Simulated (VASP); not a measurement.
# Bi (P2/m) in VASP: settings compared

The runs below take Bi through single point, with PBEsol, PBE0, r2SCAN.

All numbers are computed with VASP 6.6.1; they aren't measurements. Logs are shortened: lines on timing, memory, paths and dates and some standing lists are left out, and cuts for length are marked.

## Step 1: The cell of the first run

The structure is monoclinic, space group P2/m (No. 10). The conventional cell has a = 3.238 Å, b = 3.222 Å, c = 6.444 Å, α = 90.00°, β = 90.72°, γ = 90.00°. Bi (site symmetry m) has 18 Bi at 3.22 to 4.81 Å within 4.9 Å.

## Step 2: Single point, PBEsol, non-collinear spin, zero start, spin-orbit coupling

INCAR

```
SYSTEM = Bi
PREC = Accurate
ENCUT = 520
EDIFF = 1E-6
ISMEAR = -1
SIGMA = 0.05
LREAL = .False.
LASPH = .True.
NELM = 150
ALGO = Fast
ISIF = 2
LWAVE = .False.
LCHARG = .False.
MAGMOM = 0 0 0 0 0 0
LORBIT = 11
LSORBIT = .True.
GGA_COMPAT = .False.
LORBMOM = .True.
GGA = PS
NBANDS = 42
```

KPOINTS

```
Automatic mesh
0
Gamma
  8 8 4
  0 0 0
```

POSCAR

```
Bi
1.0
    3.2383762460      0.0000000000      0.0000000000
    0.0000000000      3.2216433200      0.0000000000
   -0.0804548793      0.0000000000      6.4438887882
Bi
2
Direct
    0.5442472500      0.0000000000      0.7495778900
    0.4557527500      0.0000000000      0.2504221100
```

Potentials or basis: VASP PAW PBE potentials, release 64 (Bi_d).

On the command line:

```sh
cat potpaw_PBE.64/Bi_d/POTCAR > POTCAR
mpirun -np 1 vasp_ncl > vasp.out
```

OUTCAR:

```text
SYSTEM = Bi
   PREC = Accurate
   ENCUT = 520
   EDIFF = 1E-6
   ISMEAR = -1
   LREAL = .False.
   LASPH = .True.
   NELM = 150
   ISIF = 2
   LORBIT = 11
   LSORBIT = .True.
   GGA = PS

 ion  position               nearest neighbor table
   1  0.544  0.000  0.750-   2 3.23   2 3.24
   2  0.456  0.000  0.250-   1 3.23   1 3.24

  LATTYP: Found a simple monoclinic cell.
 ALAT       =     3.2383762460
 B/A-ratio  =     0.9948329271
 C/A-ratio  =     1.9900068852
 COS(beta)  =    -0.0124844813

  Lattice vectors:

 A1 = (   3.2383762460,   0.0000000000,   0.0000000000)
 A2 = (   0.0000000000,   3.2216433200,   0.0000000000)
 A3 = (  -0.0804548793,   0.0000000000,   6.4438887882)

Analysis of symmetry for initial positions (statically):
=====================================================================
 Subroutine PRICEL returns:
 Original cell was already a primitive cell.

 Routine SETGRP: Setting up the symmetry group for a
 simple monoclinic supercell.

 Subroutine GETGRP returns: Found  4 space group operations
 (whereof  4 operations were pure point group operations)
 out of a pool of  4 trial point group operations.

The static configuration has the point symmetry C_2h.

Analysis of symmetry for dynamics (positions and initial velocities):
=====================================================================
 Subroutine PRICEL returns:
 Original cell was already a primitive cell.

 Routine SETGRP: Setting up the symmetry group for a
 simple monoclinic supercell.

 Subroutine GETGRP returns: Found  4 space group operations
 (whereof  4 operations were pure point group operations)
 out of a pool of  4 trial point group operations.

The dynamic configuration has the point symmetry C_2h.

Analysis of structural, dynamic, and magnetic symmetry:
=====================================================================
 Subroutine PRICEL returns:
 Original cell was already a primitive cell.

 Routine SETGRP: Setting up the symmetry group for a
 simple monoclinic supercell.

 Subroutine GETGRP returns: Found  4 space group operations
 (whereof  4 operations were pure point group operations)
 out of a pool of  4 trial point group operations.

The overall configuration has the point symmetry C_2h.

[... 1259 lines left out ...]
      1.70217      0.00000      4.83020         0.005162      0.000000      0.004696
      1.45575      0.00000      1.61369        -0.005162     -0.000000     -0.004696
 -----------------------------------------------------------------------------------
    total drift:                                0.000000      0.000000      0.000000

  FREE ENERGIE OF THE ION-ELECTRON SYSTEM (eV)
  ---------------------------------------------------
  free  energy   TOTEN  =       -10.0619025793 eV

  energy  without entropy=      -10.0415594691  energy(sigma->0) =      -10.05173102

 orbital moment (x)

 # of ion     p       d       tot
 ----------------------------------------
  1        -0.000   0.000  -0.000
  2         0.000   0.000   0.000
 ----------------------------------------
           -0.000   0.000  -0.000

 orbital moment (y)

 # of ion     p       d       tot
 ----------------------------------------
  1        -0.000  -0.000  -0.000
  2        -0.000  -0.000  -0.000
 ----------------------------------------
           -0.000  -0.000  -0.000

 orbital moment (z)

 # of ion     p       d       tot
 ----------------------------------------
  1         0.000   0.000   0.000
  2         0.000  -0.000  -0.000
 ----------------------------------------
            0.000  -0.000  -0.000

 Spin-Orbit-Coupling matrix elements

 Ion:    1  E_soc:     -1.6076144
 l=   1
     0.0000000    -0.2006904    -0.2021851
    -0.2006904     0.0000000    -0.2038846
    -0.2021851    -0.2038846     0.0000000
 l=   2
     0.0000000    -0.0132547     0.0000000    -0.0132422    -0.0523995
    -0.0132547     0.0000000    -0.0393526    -0.0132417    -0.0131105
     0.0000000    -0.0393526     0.0000000    -0.0393256     0.0000000
    -0.0132422    -0.0132417    -0.0393256     0.0000000    -0.0131203
    -0.0523995    -0.0131105     0.0000000    -0.0131203     0.0000000
 l=   3
     0.0000000     0.0000000     0.0000000     0.0000000     0.0000000     0.0000000     0.0000000
     0.0000000     0.0000000     0.0000000     0.0000000     0.0000000     0.0000000     0.0000000
     0.0000000     0.0000000     0.0000000     0.0000000     0.0000000     0.0000000     0.0000000
     0.0000000     0.0000000     0.0000000     0.0000000     0.0000000     0.0000000     0.0000000
     0.0000000     0.0000000     0.0000000     0.0000000     0.0000000     0.0000000     0.0000000
     0.0000000     0.0000000     0.0000000     0.0000000     0.0000000     0.0000000     0.0000000
     0.0000000     0.0000000     0.0000000     0.0000000     0.0000000     0.0000000     0.0000000

 Ion:    2  E_soc:     -1.6076144
 l=   1
     0.0000000    -0.2006904    -0.2021851
    -0.2006904     0.0000000    -0.2038846
    -0.2021851    -0.2038846     0.0000000
 l=   2
     0.0000000    -0.0132547     0.0000000    -0.0132422    -0.0523995
    -0.0132547     0.0000000    -0.0393526    -0.0132417    -0.0131105
     0.0000000    -0.0393526     0.0000000    -0.0393256     0.0000000
    -0.0132422    -0.0132417    -0.0393256     0.0000000    -0.0131203
    -0.0523995    -0.0131105     0.0000000    -0.0131203     0.0000000
 l=   3
     0.0000000     0.0000000     0.0000000     0.0000000     0.0000000     0.0000000     0.0000000
     0.0000000     0.0000000     0.0000000     0.0000000     0.0000000     0.0000000     0.0000000
     0.0000000     0.0000000     0.0000000     0.0000000     0.0000000     0.0000000     0.0000000
     0.0000000     0.0000000     0.0000000     0.0000000     0.0000000     0.0000000     0.0000000
     0.0000000     0.0000000     0.0000000     0.0000000     0.0000000     0.0000000     0.0000000
     0.0000000     0.0000000     0.0000000     0.0000000     0.0000000     0.0000000     0.0000000
     0.0000000     0.0000000     0.0000000     0.0000000     0.0000000     0.0000000     0.0000000

 total charge

# of ion       s       p       d       tot
------------------------------------------
    1        1.524   1.341   9.919  12.785
    2        1.524   1.341   9.919  12.785
--------------------------------------------------
tot          3.049   2.683  19.838  25.570

 magnetization (x)

# of ion       s       p       d       tot
------------------------------------------
    1        0.000   0.000   0.000   0.000
    2        0.000   0.000   0.000   0.000
--------------------------------------------------
tot          0.000   0.000   0.000   0.000

 magnetization (y)

# of ion       s       p       d       tot
------------------------------------------
    1       -0.000  -0.000  -0.000  -0.000
    2       -0.000  -0.000  -0.000  -0.000
--------------------------------------------------
tot         -0.000  -0.000  -0.000  -0.000

 magnetization (z)

# of ion       s       p       d       tot
------------------------------------------
    1        0.000   0.000   0.000   0.000
    2        0.000   0.000   0.000   0.000
--------------------------------------------------
tot          0.000   0.000   0.000   0.000
```

It took 7.6 min on 1 thread of AMD EPYC 9R14 (Zen 4), shared host; peak memory 0.46 GiB.

Results:

| Property | Result |
| --- | --- |
| Free energy | -10.0619 eV |
| Pressure | 0.5 GPa |
| Largest force | 0.007 eV/Å |
| Net moment | 0.00 μB per cell |
| Valence electrons inside the program's atomic spheres | Bi 12.79 |

Forces on the atoms (eV/Å):
```
Bi   0.005  0.000  0.005
Bi  -0.005  0.000 -0.005
```

Moments on the atoms (μB; x, y, z):
```
Bi  0.00 0.00 0.00
Bi  0.00 0.00 0.00
```

Caveat: the PAW data sets were made with another functional, which shifts forces and pressure a little.

## Step 3: Single point, PBE0

This run uses another cell than the first one, of 34.29 Å³/atom.

POSCAR

```
Bi
1.0
    3.2598230713      0.0000000000      0.0000000000
    0.0000000000      3.2429793280      0.0000000000
   -0.0809877086      0.0000000000      6.4865647921
Bi
2
Direct
    0.5442472500      0.0000000000      0.7495778900
    0.4557527500      0.0000000000      0.2504221100
```

INCAR.step1

```
SYSTEM = Bi
  ALGO = Normal
  EDIFF = 1E-5
  ENCUT = 520
  GGA = PE
  ISIF = 2
  ISMEAR = -1
  LASPH = .True.
  LREAL = .False.
  LWAVE = .True.
  NBANDS = 22
  NELM = 80
  PREC = Accurate
  SIGMA = 0.05
```

INCAR.step2

```
SYSTEM = Bi
  AEXX = 0.25
  ALGO = Normal
  EDIFF = 1E-6
  ENCUT = 520
  GGA = PE
  ISIF = 2
  ISMEAR = -1
  ISTART = 1
  LASPH = .True.
  LCHARG = .True.
  LELF = .True.
  LHFCALC = .True.
  LREAL = .False.
  LVHAR = .True.
  LWAVE = .False.
  NBANDS = 22
  NELM = 80
  PREC = Accurate
  PRECFOCK = Normal
  SIGMA = 0.05
```

KPOINTS

```
k-points
0
Gamma
  4 4 2
  0 0 0
```

Potentials or basis: VASP PAW PBE potentials, release 64 (Bi_d).

On the command line:

```sh
cat potpaw_PBE.64/Bi_d/POTCAR > POTCAR
cp INCAR.step1 INCAR
mpirun -np 1 vasp_std > vasp.out
cp INCAR.step2 INCAR
mpirun -np 1 vasp_std > vasp.out
```

OUTCAR:

```text
SYSTEM = Bi
   AEXX = 0.25
   EDIFF = 1E-6
   ENCUT = 520
   GGA = PE
   ISIF = 2
   ISMEAR = -1
   ISTART = 1
   LASPH = .True.
   LHFCALC = .True.
   LREAL = .False.
   NELM = 80
   PREC = Accurate
   PRECFOCK = Normal

 ion  position               nearest neighbor table
   1  0.544  0.000  0.750-   2 3.25   2 3.27
   2  0.456  0.000  0.250-   1 3.25   1 3.27

  LATTYP: Found a simple monoclinic cell.
 ALAT       =     3.2598230713
 B/A-ratio  =     0.9948329271
 C/A-ratio  =     1.9900068852
 COS(beta)  =    -0.0124844813

  Lattice vectors:

 A1 = (   3.2598230713,   0.0000000000,   0.0000000000)
 A2 = (   0.0000000000,   3.2429793280,   0.0000000000)
 A3 = (  -0.0809877086,   0.0000000000,   6.4865647921)

Analysis of symmetry for initial positions (statically):
=====================================================================
 Subroutine PRICEL returns:
 Original cell was already a primitive cell.

 Routine SETGRP: Setting up the symmetry group for a
 simple monoclinic supercell.

 Subroutine GETGRP returns: Found  4 space group operations
 (whereof  4 operations were pure point group operations)
 out of a pool of  4 trial point group operations.

The static configuration has the point symmetry C_2h.

Analysis of symmetry for dynamics (positions and initial velocities):
=====================================================================
 Subroutine PRICEL returns:
 Original cell was already a primitive cell.

 Routine SETGRP: Setting up the symmetry group for a
 simple monoclinic supercell.

 Subroutine GETGRP returns: Found  4 space group operations
 (whereof  4 operations were pure point group operations)
 out of a pool of  4 trial point group operations.
[... 111 lines left out ...]
   IALGO  =     38    algorithm
   IMIX   =      1    mixing-type and parameters
     AMIX     =   0.40;   BMIX     =  1.00
     AMIX_MAG =   1.60;   BMIX_MAG =  1.00
  volume/ion in A,a.u.               =      34.29       231.38
  Fermi-wavevector in a.u.,A,eV,Ry     =   1.242790  2.348532 21.014550  1.544526
  Thomas-Fermi vector in A             =   2.377129
   LORBIT       =      0    0 simple, 1 ext, 2 COOP (PROOUT), +10 PAW based schemes
   GGA     = PE    functional components
   LHFCALC =     T    Hartree Fock is set to
   PRECFOCK=normal    Normal, Fast or Accurate (Low or Medium for compatibility)
   ENCUT4O =  -1.0   cutoff for four orbital integrals eV
   NKREDX  =     1    reduce k-point grid by
   NKREDY  =     1    reduce k-point grid by
   NKREDZ  =     1    reduce k-point grid by
   AEXX    =    0.2500 exact exchange contribution
   HFSCREEN=    0.0000 screening length (either q_TF or 0.3 A-1)
   HFSCREENC=   0.0000 screening length for correlation (either q_TF or 0.3 A-1)
   ENCUTFOCK=  -1.0 apply spherical cutoff to Coloumb kernel
   IVDW    =     0    specifies the selected vdW correction
   LEPSILON=     F    determine dielectric tensor
   LRPA    =     F    only Hartree local field effects (RPA)
 non-spin polarized calculation
  energy-cutoff  :      520.00
  volume of cell :       68.57
 maximum number of plane-waves:      1864
  NGX = 20; NGY = 20; NGZ = 40

 number of electron      30.0000000 magnetization

 Free energy of the ion-electron system (eV)
  ---------------------------------------------------
  ext. energy  EPLUGINS =         0.00000000
  ---------------------------------------------------
  free energy    TOTEN  =        -9.27331494 eV

  energy without entropy =       -9.26460705  energy(sigma->0) =       -9.26896099

 E-fermi :   6.5044     XC(G=0):  -7.7132

 val. band max:        5.8612058709   @ k =   0.2500   0.2500   0.5000
 cond. band min:       6.5044446955   @ k =   0.2500   0.2500   0.5000
 fundamental gap:      0.6432388246
 Fermi energy:         6.5043761421

 k-point     1 :       0.0000    0.0000    0.0000
  band No.  band energies     occupation
      1     -19.1364      2.00000
      2     -19.1085      2.00000
      3     -19.1029      2.00000
      4     -18.8819      2.00000
      5     -18.8544      2.00000
      6     -18.8511      2.00000
[... 439 lines left out ...]
     21      15.2939      0.00000
     22      15.3563      0.00000

------------------------ aborting loop because EDIFF is reached ----------------------------------------

  FORCE on cell =-STRESS in cart. coord.  units (eV):
  Direction    XX          YY          ZZ          XY          YZ          ZX
  --------------------------------------------------------------------------------------
  -------------------------------------------------------------------------------------
  Total       -0.2534542      1.1438949     -0.9616891      0.0000000      0.0000000     -0.0277168
  in kB       -5.9218468     26.7266008    -22.4694432      0.0000000      0.0000000     -0.6475898
  external PRESSURE =      -0.5548964 kB  Pullay stress =       0.0000000 kB

 VOLUME and BASIS-vectors are now :
 -----------------------------------------------------------------------------
  energy-cutoff  :      520.00
  volume of cell :       68.57
      direct lattice vectors                 reciprocal lattice vectors
     3.259823071  0.000000000  0.000000000     0.306765115  0.000000000  0.003830102
     0.000000000  3.242979328  0.000000000     0.000000000  0.308358426  0.000000000
    -0.080987709  0.000000000  6.486564792     0.000000000  0.000000000  0.154164806

 POSITION                                       TOTAL-FORCE (eV/Angst)
 -----------------------------------------------------------------------------------
      1.71344      0.00000      4.86219         0.301664     -0.000000     -0.083616
      1.46539      0.00000      1.62438        -0.301664      0.000000      0.083616
 -----------------------------------------------------------------------------------
    total drift:                               -0.000001     -0.000000      0.000003

  FREE ENERGIE OF THE ION-ELECTRON SYSTEM (eV)
  ---------------------------------------------------
  free  energy   TOTEN  =        -9.2733149363 eV

  energy  without entropy=       -9.2646070450  energy(sigma->0) =       -9.26896099
```

OSZICAR.step1:

```text
N       E                     dE             d eps       ncg     rms          rms(c)
DAV:   1     0.303084663384E+03    0.30308E+03   -0.16076E+04   792   0.165E+03
DAV:   2     0.192651483807E+02   -0.28382E+03   -0.27692E+03   822   0.439E+02
DAV:   3    -0.594230554950E+01   -0.25207E+02   -0.24816E+02   942   0.142E+02
DAV:   4    -0.680636533474E+01   -0.86406E+00   -0.86313E+00   934   0.288E+01
DAV:   5    -0.684701888548E+01   -0.40654E-01   -0.40651E-01  1104   0.557E+00    0.684E-01
DAV:   6    -0.684079963377E+01    0.62193E-02   -0.20430E-02  1010   0.154E+00    0.397E-01
DAV:   7    -0.684008182135E+01    0.71781E-03   -0.11164E-02  1008   0.116E+00    0.112E-01
DAV:   8    -0.684023779748E+01   -0.15598E-03   -0.11606E-03   912   0.409E-01    0.131E-02
DAV:   9    -0.684023449484E+01    0.33026E-05   -0.57676E-05  1000   0.851E-02
   1 F= -.68402345E+01 E0= -.68293503E+01  d E =-.217683E-01
```

It took 26 min on 1 thread of Intel Xeon Platinum 8175M at 2.50GHz (Skylake/Cascade Lake), shared host; peak memory 0.2 GiB.

What came out:

```
Free energy            : -9.2733 eV
Pressure               : -0.1 GPa
Largest force          : 0.313 eV/Å
Band gap on the k mesh : zero (bands 15 and 16 overlap by 7.68 eV)
```

Forces on the atoms (eV/Å):
```
Bi   0.302  0.000 -0.084
Bi  -0.302  0.000  0.084
```

Stress tensor (GPa, compression positive):
```
-0.59  0.00 -0.06
 0.00  2.67  0.00
-0.06  0.00 -2.25
```

Levels at points of the mesh, in eV from the Fermi level:
| k point | band 13 | band 14 | band 15 | band 16 | band 17 | band 18 |
| --- | --- | --- | --- | --- | --- | --- |
| (0.00, 0.00, 0.00) | -6.17 | 3.85 | 3.88 | 3.88 | 5.61 | 6.06 |
| (0.50, 0.00, 0.00) | -6.12 | -4.00 | -3.83 | 2.92 | 6.05 | 6.33 |
| (0.00, 0.50, 0.00) | -6.19 | -3.91 | -3.91 | 3.27 | 6.01 | 6.05 |
| (0.50, 0.50, 0.00) | -3.93 | -3.87 | -1.99 | -1.98 | -1.82 | 3.31 |
| (0.00, 0.00, 0.50) | -2.56 | -2.48 | 4.60 | 4.69 | 4.77 | 4.79 |
| (0.50, 0.00, 0.50) | -5.32 | -5.30 | 0.49 | 0.63 | 6.08 | 6.14 |
| (0.00, 0.50, 0.50) | -5.29 | -5.27 | 0.50 | 0.58 | 6.17 | 6.18 |
| (0.50, 0.50, 0.50) | -3.13 | -3.12 | -3.11 | -3.09 | 2.67 | 2.82 |

Caveat: the k points lie up to 0.48 Å⁻¹ apart, too coarse for converged energies and pressures of a metal; the PAW data sets were made with another functional, which shifts forces and pressure a little; spin-orbit coupling is left out, which moves the levels of the heavy elements.

(Part 1 of 2 ends here.)

The gap in the log of VASP goes by the Fermi energy; the results here count the filled bands.